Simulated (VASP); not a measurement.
Wanted: the native input for a VASP 6.6.1 run.

| Property | Result |
| --- | --- |
| Task | single point |
| Functional | PBE |
| Potentials or basis | VASP PAW PBE potentials, release 64 (Hf_pv, N) |
| Cutoff | 520 eV |
| k mesh | 21 × 21 × 8 |
| Occupations | gaussian, width 0.15 eV |
| Spin | no spin polarisation |
| Dipole correction | no |
| Further INCAR settings | ALGO = Normal; EDIFF = 1e-07; NBANDS = 32 |

The structure of HfN lies in POSCAR:

```
HfN
1.0
    2.2738965586     -2.2738965586      0.0000000000
    2.2738965586      0.0000000000     -2.2738965586
    8.0118947323      8.0118947323      8.0118947323
Hf N
3 3
Direct
    0.3333333333      0.3333333333      0.3311081349
    0.6666666667      0.6666666667      0.1418980804
    1.0000000000      0.0000000000      0.5203181894
    0.6666666667      0.6666666667      0.4257131622
    1.0000000000      0.0000000000      0.2365031076
    0.3333333333      0.3333333333      0.0472930531
```

This cell differs from its parent crystal: the distance across one plane changed.

The input as run:

INCAR

```
ALGO = Normal
EDIFF = 1E-7
ENCUT = 520
GGA = PE
ISIF = 2
ISMEAR = 0
LASPH = True
LCHARG = True
LELF = True
LREAL = False
LVHAR = True
LWAVE = False
NBANDS = 32
NELM = 100
PREC = Accurate
SIGMA = 0.15
```

KPOINTS

```
k-points
0
Gamma
  21 21 8
```

Potentials or basis: VASP PAW PBE potentials, release 64 (Hf_pv, N).

The run is started by

```bash
$ cat potpaw_PBE.64/Hf_pv/POTCAR potpaw_PBE.64/N/POTCAR > POTCAR
$ mpirun -np 1 vasp_std > vasp.out
```

Results of the run:

The pressure is -4.9 GPa and the largest force is 6.610 eV/Å. The band gap on the k mesh is zero (an odd number of electrons rules out a gap without spin polarisation).

Caveat: the cell differs from its parent crystal (the distance across one plane changed); the cell stands under tension; spin-orbit coupling is left out, which moves the levels of the heavy elements; forces of over 1 eV/Å act on the atoms, so gaps and moduli don't describe the material at rest.

It took 17 min on 1 thread of Intel(R) Xeon(R) 6975P-C (Granite Rapids) (shared host), peak memory 1.1 GiB.
